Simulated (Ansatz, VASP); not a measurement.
## WS2 in VASP and in Ansatz

The input INCAR:

```
PREC = Accurate
ENCUT = 520
EDIFF = 1E-6
ISMEAR = -1
SIGMA = 0.05
LREAL = F
LASPH = T
NELM = 80
ALGO = Normal
ISIF = 2
LWAVE = F
LCHARG = T
GGA = PE
LELF = T
LVHAR = T
NBANDS = 20
```

Contents of KPOINTS:

```
Automatic mesh
0
Gamma
  9 9 4
```

POSCAR

```
WS2
1.0
    3.0506631800      0.0000000000      0.0000000000
    0.0000000000      3.0506631800      0.0000000000
    0.0000000000      0.0000000000      6.3241450900
W S
1 2
Direct
   -0.0100880000      0.0207540000      0.0037930000
    0.4999670000      0.4911790000      0.2797340000
    0.5134720000      0.5063680000      0.7107530000
```

File input.yaml:

```yaml
crystal:
  lattice:
    - [3.05066318, 0.0, 0.0]
    - [0.0, 3.05066318, 0.0]
    - [0.0, 0.0, 6.32414509]
  atoms:
    - { symbol: W, position: [-0.010088, 0.020754, 0.003793] }
    - { symbol: S, position: [0.499967, 0.491179, 0.279734] }
    - { symbol: S, position: [0.513472, 0.506368, 0.710753] }
kpoints:
  mp_grid: { grid: [9, 9, 4] }
scf:
  occupations: { method: fermi_dirac, width: 0.05 }
hamiltonian:
  xc: pbe
  pseudopotentials: { kind: all_electron, lapw: { basis_error: 0.001 } }
output:
  forces: true
  stress: true
  eigenvalues: true
  populations: true
```

Change from the starting cell: atoms moved at random, drawn with an rms of 0.05 Å.

Alike in both runs: task single point; functional PBE; k mesh 9 × 9 × 4; occupations fermi-dirac, width 0.05 eV; no spin polarisation.

|  | VASP | Ansatz |
| --- | --- | --- |
| version | VASP 6.6.1 | Ansatz 0.2.0 |
| potentials or method | VASP PAW PBE potentials, release 64 (W_sv, S), cutoff 520 eV | all-electron LAPW, scalar-relativistic |

```tsv
	VASP	Ansatz	Ansatz less VASP
gap on the k mesh at the Fermi level (eV)	none	none	-
pressure (GPa)	-18.3	-18.2	+0.09
traceless stress, the component that is largest in VASP (GPa)	-9.67	-9.70	-0.035
rms of the force components (eV/Å)	2.032	2.028	-0.0032
```

Atom by atom the forces differ by 0.003 eV/Å (rms over components). A gap of «none» marks a metal or a gap that the smearing closes. Ansatz ran all-electron here, and VASP with PAW potentials.

Neither program's run includes spin-orbit coupling.
